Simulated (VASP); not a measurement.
# Ir (Fd-3m) in VASP: a series of runs

The runs below take Ir through single point, with PBE.

All numbers are computed with VASP 6.6.1; they aren't measurements. Logs are shortened: lines on timing, memory, paths and dates and some standing lists are left out, and cuts for length are marked.

## 1. The cell of the first run

It takes space group Fd-3m (No. 227, cubic). The conventional cell has a = 5.680 Å, b = 5.680 Å, c = 5.680 Å, α = 90.00°, β = 90.00°, γ = 90.00°. Within 3.2 Å of Ir (site symmetry -43m) lie 4 Ir at 2.46 Å.

This isn't the form of Ir at room conditions, which is fcc.

## 2. Single point, PBE

INCAR

```
PREC = Accurate
ENCUT = 520
EDIFF = 1E-6
ISMEAR = -1
SIGMA = 0.06122561905347299
LREAL = False
LASPH = True
NELM = 80
ALGO = Normal
ISIF = 2
LWAVE = False
LCHARG = False
GGA = PE
NBANDS = 16
```

KPOINTS

```
regular mesh
0
Gamma
  17 17 17
```

POSCAR

```
Ir
1.0
    0.0000000000      2.8401405819      2.8401405819
    2.8401405819      0.0000000000      2.8401405819
    2.8401405819      2.8401405819      0.0000000000
Ir
2
Direct
    0.0000000000      0.0000000000      0.0000000000
    0.2500000000      0.2500000000      0.2500000000
```

Potentials or basis: VASP PAW PBE potentials, release 64 (Ir).

Command:

```sh
$ cat potpaw_PBE.64/Ir/POTCAR > POTCAR
$ mpirun -np 1 vasp_std > vasp.out
```

OUTCAR:

```text
PREC = Accurate
   ENCUT = 520
   EDIFF = 1E-6
   ISMEAR = -1
   LREAL = False
   LASPH = True
   NELM = 80
   ISIF = 2
   GGA = PE

 ion  position               nearest neighbor table
   1  0.000  0.000  0.000-   2 2.46   2 2.46   2 2.46   2 2.46
   2  0.250  0.250  0.250-   1 2.46   1 2.46   1 2.46   1 2.46

  LATTYP: Found a face centered cubic cell.
 ALAT       =     5.6802811638

  Lattice vectors:

 A1 = (   0.0000000000,   2.8401405819,   2.8401405819)
 A2 = (   2.8401405819,   0.0000000000,   2.8401405819)
 A3 = (   2.8401405819,   2.8401405819,   0.0000000000)

Analysis of symmetry for initial positions (statically):
=====================================================================
 Subroutine PRICEL returns:
 Original cell was already a primitive cell.

 Routine SETGRP: Setting up the symmetry group for a
 face centered cubic supercell.

 Subroutine GETGRP returns: Found 48 space group operations
 (whereof 24 operations were pure point group operations)
 out of a pool of 48 trial point group operations.

The static configuration has the point symmetry T_d .
 The point group associated with its full space group is O_h .

Analysis of symmetry for dynamics (positions and initial velocities):
=====================================================================
 Subroutine PRICEL returns:
 Original cell was already a primitive cell.

 Routine SETGRP: Setting up the symmetry group for a
 face centered cubic supercell.

 Subroutine GETGRP returns: Found 48 space group operations
 (whereof 24 operations were pure point group operations)
 out of a pool of 48 trial point group operations.

The dynamic configuration has the point symmetry T_d .
 The point group associated with its full space group is O_h .

 Subroutine INISYM returns: Found 48 space group operations
 (whereof 24 operations are pure point group operations),
 and found     1 'primitive' translations

----------------------------------------------------------------------------------------

                                     Primitive cell

  volume of cell :      45.8194

  direct lattice vectors                    reciprocal lattice vectors
     0.000000000  2.840140582  2.840140582    -0.176047624  0.176047624  0.176047624
     2.840140582  0.000000000  2.840140582     0.176047624 -0.176047624  0.176047624
     2.840140582  2.840140582  0.000000000     0.176047624  0.176047624 -0.176047624

  length of vectors
     4.016565330  4.016565330  4.016565330     0.304923429  0.304923429  0.304923429

  position of ions in fractional coordinates (direct lattice)
     0.000000000  0.000000000  0.000000000
     0.250000000  0.250000000  0.250000000

  ion indices of the primitive-cell ions
   primitive index   ion index
                 1           1
                 2           2

----------------------------------------------------------------------------------------

 KPOINTS: regular mesh

Automatic generation of k-mesh.
 Grid dimensions read from file:
 generate k-points for:   17   17   17

 Generating k-lattice:

  Cartesian coordinates                     Fractional coordinates (reciprocal lattice)
    -0.010355743  0.010355743  0.010355743     0.058823529  0.000000000  0.000000000
     0.010355743 -0.010355743  0.010355743     0.000000000  0.058823529  0.000000000
     0.010355743  0.010355743 -0.010355743     0.000000000  0.000000000  0.058823529

  Length of vectors
     0.017936672  0.017936672  0.017936672

  Shift w.r.t. Gamma in fractional coordinates (k-lattice)
     0.000000000  0.000000000  0.000000000

 Subroutine IBZKPT returns following result:
 ===========================================

 Found    165 irreducible k-points:

 Following reciprocal coordinates:
            Coordinates               Weight
  0.000000  0.000000  0.000000      1.000000
  0.058824  0.000000  0.000000      8.000000
  0.117647  0.000000  0.000000      8.000000
  0.176471  0.000000  0.000000      8.000000
  0.235294  0.000000  0.000000      8.000000
  0.294118  0.000000  0.000000      8.000000
[... 16 lines left out ...]
 -0.176471  0.058824  0.000000     24.000000
 -0.117647  0.058824  0.000000     24.000000
 [... further k-points ...]
   k-points           NKPTS =    165   k-points in BZ     NKDIM =    165   number of bands    NBANDS=     16
   number of dos      NEDOS =    301   number of ions     NIONS =      2
   total plane-waves  NPLWV =  27000
   dimension x,y,z NGX =    30 NGY =   30 NGZ =   30
   dimension x,y,z NGXF=    60 NGYF=   60 NGZF=   60
   ions per type =               2
   NGX,Y,Z   is equivalent  to a cutoff of  12.42, 12.42, 12.42 a.u.
   NGXF,Y,Z  is equivalent  to a cutoff of  24.83, 24.83, 24.83 a.u.
 SYSTEM =  unknown system
   PREC   = accura    normal or accurate (medium, high low for compatibility)
   ISTART =      0    job   : 0-new  1-cont  2-samecut
   ICHARG =      2    charge: 1-file 2-atom 10-const
   ISPIN  =      1    spin polarized calculation?
   LNONCOLLINEAR =      F non collinear calculations
   LSORBIT =      F    spin-orbit coupling
   LASPH  =      T    aspherical Exc in radial PAW
   ENCUT  =  520.0 eV  38.22 Ry    6.18 a.u.   7.47  7.47  7.47*2*pi/ulx,y,z
   NELM   =     80;   NELMIN=  2; NELMDL= -5     # of ELM steps
   EDIFF  = 0.1E-05   stopping-criterion for ELM
   LREAL  =      F    real-space projection
   EDIFFG = 0.1E-04   stopping-criterion for IOM
   NSW    =      0    number of steps for IOM
   IBRION =     -1    ionic relax: 0-MD 1-quasi-New 2-CG
   NFREE  =      0    steps in history (QN), initial steepest desc. (CG)
   ISIF   =      2    stress and relaxation
   ISYM   =      2    0-nonsym 1-usesym 2-fastsym
   POTIM  = 0.5000    time-step for ionic-motion
   TEBEG  =    0.0;   TEEND  =   0.0 temperature during run
   PSTRESS=    0.0 pullay stress
   NELECT =      18.0000    total number of electrons
   NUPDOWN=      -1.0000    fix difference up-down
   EMIN   =  10.00;   EMAX   =-10.00  energy-range for DOS
   EFERMI =   0.00;   METHOD = LEGACY
   ISMEAR =    -1;   SIGMA  =   0.06  broadening in eV -4-tet -1-fermi 0-gaus
   EFERMI_NEDOS =   21; number of points for ismear=-14 and -15
   IALGO  =     38    algorithm
   IMIX   =      4    mixing-type and parameters
     AMIX     =   0.40;   BMIX     =  1.00
     AMIX_MAG =   1.60;   BMIX_MAG =  1.00
  volume/ion in A,a.u.               =      22.91       154.60
  Fermi-wavevector in a.u.,A,eV,Ry     =   1.198991  2.265764 19.559447  1.437579
  Thomas-Fermi vector in A             =   2.334865
   LORBIT       =      0    0 simple, 1 ext, 2 COOP (PROOUT), +10 PAW based schemes
   GGA     = PE    functional components
   LHFCALC =     F    Hartree Fock is set to
   AEXX    =    0.0000 exact exchange contribution
   IVDW    =     0    specifies the selected vdW correction
   LEPSILON=     F    determine dielectric tensor
   LRPA    =     F    only Hartree local field effects (RPA)
 non-spin polarized calculation
  energy-cutoff  :      520.00
  volume of cell :       45.82
 maximum number of plane-waves:      1252
 NGX is ok and might be reduce to    30
   NGX = 15   NGY = 15   NGZ = 15

 number of electron      18.0000002 magnetization

 Free energy of the ion-electron system (eV)
  ---------------------------------------------------
  ext. energy  EPLUGINS =         0.00000000
  ---------------------------------------------------
  free energy    TOTEN  =       -15.63078032 eV

  energy without entropy =      -15.59923139  energy(sigma->0) =      -15.61500585

 E-fermi :   4.4908     XC(G=0): -10.8425

 val. band max:        4.4905935952   @ k =  -0.1765   0.1765   0.0588
 cond. band min:       4.4917310843   @ k =  -0.4118   0.3529   0.1765
 fundamental gap:      0.0011374891
 Fermi energy:         4.4908138800

 k-point     1 :       0.0000    0.0000    0.0000
  band No.  band energies     occupation
      1      -3.0400      2.00000
      2      -0.1314      2.00000
      3      -0.1314      2.00000
      4       0.1639      2.00000
      5       0.1639      2.00000
      6       0.1639      2.00000
[... 8 lines left out ...]
     15      16.5741      0.00000
     16      16.5741      0.00000

 k-point     2 :       0.0588    0.0000    0.0000
  band No.  band energies     occupation
      1      -2.9838      2.00000
      2      -0.1875      2.00000
      3      -0.1875      2.00000
      4       0.1575      2.00000
      5       0.2411      2.00000
      6       0.2411      2.00000
[... 8 lines left out ...]
     15      16.2500      0.00000
     16      16.2500      0.00000

 k-point     3 :       0.1176    0.0000    0.0000
  band No.  band energies     occupation
      1      -2.8187      2.00000
      2      -0.2737      2.00000
      3      -0.2737      2.00000
      4       0.1400      2.00000
      5       0.3832      2.00000
      6       0.3832      2.00000
[... 8 lines left out ...]
     15      15.6234      0.00000
     16      16.2519      0.00000

 k-point     4 :       0.1765    0.0000    0.0000
  band No.  band energies     occupation
      1      -2.5562      2.00000
      2      -0.3325      2.00000
      3      -0.3325      2.00000
      4       0.1148      2.00000
      5       0.5117      2.00000
      6       0.5117      2.00000
[... 8 lines left out ...]
     15      14.9519      0.00000
     16      16.6750      0.00000
[... 324 lines left out ...]
 k-point    22 :      -0.2353    0.0588    0.0000
  band No.  band energies     occupation
      1      -2.0492      2.00000
      2      -0.4681      2.00000
      3      -0.2176      2.00000
      4       0.0590      2.00000
      5       0.4639      2.00000
      6       0.7541      2.00000
[... 8 lines left out ...]
     15      14.6181      0.00000
     16      16.9116      0.00000

 k-point    23 :      -0.1765    0.0588    0.0000
  band No.  band energies     occupation
      1      -2.4033      2.00000
      2      -0.4592      2.00000
      3      -0.2258      2.00000
      4       0.0998      2.00000
      5       0.4325      2.00000
      6       0.6862      2.00000
[... 8 lines left out ...]
     15      15.2561      0.00000
     16      16.5905      0.00000

 k-point    24 :      -0.1176    0.0588    0.0000
  band No.  band energies     occupation
      1      -2.6927      2.00000
      2      -0.4043      2.00000
      3      -0.2022      2.00000
      4       0.1359      2.00000
      5       0.3435      2.00000
      6       0.5530      2.00000
[... 8 lines left out ...]
     15      15.9803      0.00000
     16      16.1205      0.00000

 [... further k-points ...]

------------------------ aborting loop because EDIFF is reached ----------------------------------------

  FORCE on cell =-STRESS in cart. coord.  units (eV):
  Direction    XX          YY          ZZ          XY          YZ          ZX
  --------------------------------------------------------------------------------------
  -------------------------------------------------------------------------------------
  Total       -2.7556848     -2.7556848     -2.7556848     -0.0000000      0.0000000     -0.0000000
  in kB      -96.3586280    -96.3586280    -96.3586280     -0.0000000      0.0000000     -0.0000000
  external PRESSURE =     -96.3586280 kB  Pullay stress =       0.0000000 kB

 VOLUME and BASIS-vectors are now :
 -----------------------------------------------------------------------------
  energy-cutoff  :      520.00
  volume of cell :       45.82
      direct lattice vectors                 reciprocal lattice vectors
     0.000000000  2.840140582  2.840140582    -0.176047624  0.176047624  0.176047624
     2.840140582  0.000000000  2.840140582     0.176047624 -0.176047624  0.176047624
     2.840140582  2.840140582  0.000000000     0.176047624  0.176047624 -0.176047624

 POSITION                                       TOTAL-FORCE (eV/Angst)
 -----------------------------------------------------------------------------------
      0.00000      0.00000      0.00000        -0.000000     -0.000000     -0.000000
      1.42007      1.42007      1.42007         0.000000      0.000000      0.000000
 -----------------------------------------------------------------------------------
    total drift:                                0.000000     -0.000000      0.000000

  FREE ENERGIE OF THE ION-ELECTRON SYSTEM (eV)
  ---------------------------------------------------
  free  energy   TOTEN  =       -15.6307803180 eV

  energy  without entropy=      -15.5992313904  energy(sigma->0) =      -15.61500585
```

Run time: 2.9 min. Hardware: 1 thread of Intel Xeon 8259CL, shared host; peak memory 0.25 GiB.

Results:

- Free energy: -15.6308 eV
- Pressure: -9.6 GPa
- Band gap on the k mesh: zero (bands 9 and 10 overlap by 1.46 eV)

Caveat: the cell stands under tension; spin-orbit coupling is left out, which moves the levels of the heavy elements.

## 3. Single point, PBE

This run uses another cell than the first one, of 21.61 Å³/atom.

INCAR

```
ALGO     = Normal         # electronic algorithm
EDIFF    = 1E-6           # SCF threshold, eV
ENCUT    = 520            # plane-wave cutoff, eV
GGA      = PE             # functional
ISIF     = 2              # what is computed and relaxed
ISMEAR   = -1             # smearing method
LASPH    = T              # aspherical terms in the spheres
LCHARG   = F              # write CHGCAR
LREAL    = F              # projectors in reciprocal space
LWAVE    = F              # write WAVECAR
NBANDS   = 16             # bands
NELM     = 100            # most SCF steps
PREC     = Accurate       # precision mode
SIGMA    = 0.06122561905347299 # smearing width, eV
```

KPOINTS

```
k-points
0
Gamma
  34 34 34
```

POSCAR

```
Ir
1.0
    0.0000000000      2.7855088907      2.7855088907
    2.7855088907      0.0000000000      2.7855088907
    2.7855088907      2.7855088907      0.0000000000
Ir
2
Direct
    0.0000000000      0.0000000000      0.0000000000
    0.2500000000      0.2500000000      0.2500000000
```

Potentials or basis: VASP PAW PBE potentials, release 64 (Ir).

Command:

```sh
$ cat potpaw_PBE.64/Ir/POTCAR > POTCAR
$ mpirun -np 1 vasp_std > vasp.out
```

Run time: 4.8 min. Hardware: 1 thread of Intel Xeon 6975P-C (Granite Rapids), shared host; peak memory 0.69 GiB.

The run converged. Its results:

```yaml
Free_energy: -15.7180 eV
Pressure: -0.6 GPa
Band_gap_on_the_k_mesh: zero (bands 9 and 10 overlap by 1.64 eV)
```

Levels at points of the mesh, in eV from the Fermi level:
```tsv
k point	band 5	band 6	band 7	band 8	band 9	band 10	band 11	band 12	band 13	band 14
(0.00, 0.00, 0.00)	-4.64	-4.64	-1.74	-1.74	-1.74	0.77	0.77	10.84	10.93	12.44
(0.50, 0.00, 0.00)	-4.65	-4.65	-1.92	-1.00	-1.00	0.24	0.24	1.43	8.70	8.70
(0.50, 0.50, 0.00)	-3.65	-3.65	-2.45	-2.45	0.56	0.56	1.95	1.95	3.75	3.75
```

Caveat: spin-orbit coupling is left out, which moves the levels of the heavy elements.
